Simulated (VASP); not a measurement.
Input of a VASP 6.6.1 run:

The input INCAR:

```
ALGO = Normal
EDIFF = 1E-6
ENCUT = 520
GGA = PE
ISIF = 2
ISMEAR = 0
IVDW = 12
LASPH = T
LCHARG = F
LREAL = F
LWAVE = F
NBANDS = 29
NELM = 80
PREC = Accurate
SIGMA = 0.1
```

The input KPOINTS:

```
k-points
0
Gamma
  6 6 6
```

The input POSCAR:

```
Ca2PtS2
1.0
    4.7272828366      0.0000000000      0.0000000000
   -2.3636414183      4.0939470274      0.0000000000
    0.0000000000      0.0000000000      5.5802696745
Pt S Ca
1 2 2
Direct
    1.0000000000      1.0000000000      0.0000000000
    0.3333333333      0.6666666667      0.2384630688
    0.6666666667      0.3333333333      0.7615369312
    0.3333333333      0.6666666667      0.7402146910
    0.6666666667      0.3333333333      0.2597853090
```

Potentials or basis: VASP PAW PBE potentials, release 64 (Pt, S, Ca_sv).

The run is started by

```console
$ cat potpaw_PBE.64/Pt/POTCAR potpaw_PBE.64/S/POTCAR potpaw_PBE.64/Ca_sv/POTCAR > POTCAR
$ mpirun -np 1 vasp_std > vasp.out
```

Question: Predict the dispersion energy per atom.

Answer: -0.387 eV.

Question: What does it give for the largest force?

Answer: 0.007 eV/Å.

Question: What does it give for the band gap on the k mesh?

Answer: Zero (band 21 reaches 4.88 eV, above the bottom of band 22 at 4.78 eV).

Question: What does it give for the pressure?

Answer: 0.1 GPa.

Forces in eV/Å, atoms in the order of the input:
```
Pt   0.000  0.000  0.000
S    0.000  0.000 -0.007
S    0.000  0.000  0.007
Ca   0.000  0.000  0.007
Ca   0.000  0.000 -0.007
```

Caveat: spin-orbit coupling is left out, which moves the levels of the heavy elements; pairwise dispersion overbinds metals, which lowers pressure and volume.
